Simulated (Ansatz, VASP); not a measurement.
**One calculation of Ti, two programs**

The input INCAR:

```
PREC = Accurate ; ENCUT = 500
EDIFF = 1E-6 ; ISMEAR = 0
SIGMA = 0.15 ; LREAL = False
LASPH = True ; NELM = 120
ALGO = Normal ; ISIF = 2
LWAVE = False ; LCHARG = False
GGA = PE ; NBANDS = 25
GGA_COMPAT = False
```

The input KPOINTS:

```
Automatic mesh
0
Gamma
  12 12 14
```

The input POSCAR:

```
Ti
1.0
    4.5410922605      0.0000000000      0.0000000000
   -2.2705461302      3.9327012585      0.0000000000
    0.0000000000      0.0000000000      2.8082579439
Ti
3
Direct
   -0.0284949435     -0.0569898869      0.0000000000
    0.3475808051      0.6951616101      0.5000000000
    0.6809141384      0.3618282768      0.5000000000
```

Input for Ansatz:

```yaml
crystal:
  lattice:
    - [4.5410922605, 0.0, 0.0]
    - [-2.2705461302, 3.9327012585, 0.0]
    - [0.0, 0.0, 2.8082579439]
  atoms:
    - { symbol: Ti, position: [-0.0284949435, -0.0569898869, 0.0] }
    - { symbol: Ti, position: [0.3475808051, 0.6951616101, 0.5] }
    - { symbol: Ti, position: [0.6809141384, 0.3618282768, 0.5] }
basis:
  ecutwfc: 520.0
kpoints:
  mp_grid: { grid: [12, 12, 14] }
hamiltonian:
  xc: pbe
  pseudopotentials: { kind: paw, azcp: { folder: soft_1 } }
scf:
  occupations: { method: gaussian, width: 0.15 }
output:
  forces: true
  stress: true
  eigenvalues: true
```

Change from the starting cell: mode 6 frozen in at -0.226 Å, equal normal strain along x, y and z -0.0083.

Alike in both runs: task single point; functional PBE; k mesh 12 × 12 × 14; occupations gaussian, width 0.15 eV; no spin polarisation.

```csv
,VASP,Ansatz
version,VASP 6.6.1,Ansatz 0.2.0
potentials or method,"VASP PAW PBE potentials, release 64 (Ti_sv), cutoff 500 eV","scalar-relativistic, plane waves, PAW"
valence electrons in the cell,36,36
```

Ansatz gave:

```
gap on the k mesh at the Fermi level (eV)                     : none
pressure (GPa)                                                : 6.0
traceless stress, the component that is largest in VASP (GPa) : 2.25
rms of the force components (eV/Å)                            : 0.771
```

Q: Which values does VASP return?

A: gap on the k mesh at the Fermi level (eV): none; pressure (GPa): 5.7; traceless stress, the component that is largest in VASP (GPa): 2.25; rms of the force components (eV/Å): 0.767.

Atom by atom the forces differ by 0.005 eV/Å (rms over components). A gap of «none» marks a metal or a gap that the smearing closes.
